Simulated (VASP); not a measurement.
Write the native input for VASP 6.6.1 that does the following.

```
Task                   : single point
Functional             : PBEsol
Potentials or basis    : VASP PAW PBE potentials, release 64 (Ir)
Cutoff                 : 520 eV
k mesh                 : 22 × 22 × 22
Occupations            : gaussian, width 0.15 eV
Spin                   : no spin polarisation
Dipole correction      : no
Further INCAR settings : ALGO = Fast; EDIFF = 1e-07; NBANDS = 10
```

The structure of Ir lies in POSCAR:

```
Ir
1.0
    0.0000000000      1.9772910000      1.8909045000
    1.9772910000      0.0000000000      1.8909045000
    1.9772910000      1.9772910000      0.0000000000
Ir
1
Direct
    0.0000000000      0.0000000000      0.0000000000
```

This cell differs from its parent crystal: strain +0.030 along x and y, -0.015 along z.

One way to write it, as run:

INCAR

```
ALGO = Fast
EDIFF = 1E-7
ENCUT = 520
GGA = PS
ISIF = 2
ISMEAR = 0
LASPH = True
LCHARG = False
LREAL = False
LWAVE = False
NBANDS = 10
NELM = 60
PREC = Accurate
SIGMA = 0.15
```

KPOINTS

```
k-points
0
Gamma
  22 22 22
```

Potentials or basis: VASP PAW PBE potentials, release 64 (Ir).

Launch:

```console
$ cat potpaw_PBE.64/Ir/POTCAR > POTCAR
$ mpirun -np 1 vasp_std > vasp.out
```

Results of the run:

```json
{"Pressure": "-16.2 GPa"}
```

Caveat: the cell differs from its parent crystal (strain +0.030 along x and y, -0.015 along z); the PAW data sets were made with another functional, which shifts forces and pressure a little.

It took 61 s on 1 thread of Intel(R) Xeon(R) 6975P-C (Granite Rapids), on a shared host, peak memory 0.25 GiB.
